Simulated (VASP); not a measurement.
Here is a VASP 6.6.1 calculation.

Contents of INCAR:

```
  PREC = Accurate
  ENCUT = 520
  EDIFF = 1E-6
  ISMEAR = -1
  SIGMA = 0.05
  LREAL = False
  LASPH = True
  NELM = 100
  ALGO = Normal
  ISIF = 2
  LWAVE = False
  LCHARG = True
  GGA = PE
  LELF = True
  LVHAR = True
  NBANDS = 11
```

Contents of KPOINTS:

```
Automatic mesh
0
Gamma
  12 12 3
```

Contents of POSCAR:

```
C
1.0
    2.4664603690      0.0000000000      0.0000000000
   -1.2332301845      2.1360173370      0.0000000000
    0.0000000000      0.0000000000      8.5207760633
C
2
Direct
    0.6666666667      0.3333333333      0.0000000000
    0.3333333333      0.6666666667      0.0000000000
```

Potentials or basis: VASP PAW PBE potentials, release 64 (C).

Command:

```bash
$ cat potpaw_PBE.64/C/POTCAR > POTCAR
$ mpirun -np 1 vasp_std > vasp.out
```

Task: Predict the band gap on the k mesh.

Result: Zero (filled and empty bands touch).
